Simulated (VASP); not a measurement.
Set up this calculation in VASP 6.6.1, as the native input.

* Task: single point
* Functional: PBE
* Potentials or basis: VASP PAW PBE potentials, release 64 (Ba_sv, Ta_sv_GW, H)
* Cutoff: 500 eV
* k mesh: 6 × 6 × 4
* Occupations: gaussian, width 0.1 eV
* Spin: no spin polarisation
* Dipole correction: no
* Second run: valence_matched
* Further INCAR settings: ALGO = Normal; EDIFF = 1e-06; NBANDS = 22

The structure of BaTaH4 lies in POSCAR:

```
BaTaH4
1.0
    3.0055845550      0.0000000000      0.0000000000
    0.0000000000      3.2663968914      0.0000000000
    0.0000000000      0.0000000000      6.8217074427
Ba Ta H
1 1 4
Direct
    0.0000000000      0.0000000000      0.9733305381
    0.0000000000      0.5000000000      0.4527578396
    0.5000000000      0.0000000000      0.3716813076
    0.5000000000      0.5000000000      0.8489650471
    0.5000000000      0.5000000000      0.2436728839
    0.5000000000      0.0000000000      0.6095923837
```

These files were run (other wordings do the same):

INCAR

```
  PREC = Accurate
  ENCUT = 500
  EDIFF = 1E-6
  ISMEAR = 0
  SIGMA = 0.1
  LREAL = F
  LASPH = T
  NELM = 120
  ALGO = Normal
  ISIF = 2
  LWAVE = F
  LCHARG = F
  GGA = PE
  NBANDS = 22
  GGA_COMPAT = F
```

KPOINTS

```
regular mesh
0
Gamma
  6 6 4
```

Potentials or basis: VASP PAW PBE potentials, release 64 (Ba_sv, Ta_sv_GW, H).

The run is started by

```console
$ cat potpaw_PBE.64/Ba_sv/POTCAR potpaw_PBE.64/Ta_sv_GW/POTCAR potpaw_PBE.64/H/POTCAR > POTCAR
$ mpirun -np 1 vasp_std > vasp.out
```

Results of the run:

| Item | Value |
| --- | --- |
| Pressure | 1.6 GPa |
| Largest force | 0.129 eV/Å |

Wall time 31 s on 1 thread of Intel(R) Xeon(R) 6975P-C (Granite Rapids), on a shared host, peak memory 0.23 GiB.
